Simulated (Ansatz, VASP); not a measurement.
## Two plane-wave programs on CuO

```xyz
4
Lattice="3.4221 0.0000 0.0000 0.0000 3.4221 0.0000 0.0000 0.0000 4.2605" Properties=species:S:1:pos:R:3 pbc="T T T"
Cu    0.0143    1.6883   -0.0750
Cu    1.7290   -0.0318    2.1628
O    -0.0263   -0.0130    1.0794
O    -0.0242   -0.0071    3.1713
```

Change from the starting cell: atoms moved at random, drawn with an rms of 0.05 Å.

Alike in both runs: task single point; functional PBE; k mesh 8 × 8 × 6; occupations fermi-dirac, width 0.05 eV; no spin polarisation.

|  | VASP | Ansatz |
| --- | --- | --- |
| version | VASP 6.6.1 | Ansatz 0.2.0 |
| potentials or method | VASP PAW PBE potentials, release 64 (Cu, O) | Ansatz PAW |
| plane-wave cutoff (eV) | 520 | 420 |
| valence electrons in the cell | 34 | 50 |

|  | VASP | Ansatz | Ansatz less VASP |
| --- | --- | --- | --- |
| gap on the k mesh at the Fermi level (eV) | none | none | - |
| pressure (GPa) | -1.8 | -2.3 | -0.51 |
| traceless stress, the component that is largest in VASP (GPa) | 23.31 | 23.81 | +0.490 |
| rms of the force components (eV/Å) | 0.390 | 0.383 | -0.0067 |

Atom by atom the forces differ by 0.011 eV/Å (rms over components). A gap of «none» marks a metal or a gap that the smearing closes. VASP's potentials hold 34 valence electrons a cell and Ansatz's 50, so a difference there can come from the potentials and not from the codes.
